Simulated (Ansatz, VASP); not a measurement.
**MgZr2N in VASP and in Ansatz**

```
Mg Zr N
1.0
     3.25336    0.00000    0.00000
    -1.62668    2.81749    0.00000
     0.00000    0.00000    7.84736
Mg Zr N
1 2 1
Direct
  0.00000 0.00000 0.50000
  0.33333 0.66667 0.16025
  0.66667 0.33333 0.83975
  0.00000 0.00000 0.00000
```

Change from the starting cell: relaxed end of: species swapped into the ScAgSe2 type (P-3m1, No. 164).

Alike in both runs: task single point; functional PBE; k mesh 6 × 6 × 2; occupations gaussian, width 0.1 eV; no spin polarisation.

|  | VASP | Ansatz |
| --- | --- | --- |
| version | VASP 6.6.1 | Ansatz 0.2.0 |
| potentials or method | VASP PAW PBE potentials, release 64 (Mg, Zr_sv, N), cutoff 520 eV | scalar-relativistic, plane waves, PAW |
| valence electrons in the cell | 31 | 39 |

|  | VASP | Ansatz | Ansatz less VASP |
| --- | --- | --- | --- |
| gap on the k mesh at the Fermi level (eV) | none | none | - |
| pressure (GPa) | 0.2 | 0.1 | -0.06 |
| traceless stress, the component that is largest in VASP (GPa) | -0.11 | -0.10 | +0.010 |
| rms of the force components (eV/Å) | 0.017 | 0.006 | -0.0116 |

Atom by atom the forces differ by 0.012 eV/Å (rms over components). A gap of «none» marks a metal or a gap that the smearing closes. VASP's potentials hold 31 valence electrons a cell and Ansatz's 39, so a difference there can come from the potentials and not from the codes.

The k mesh is coarse, so the values compare programs but aren't converged.
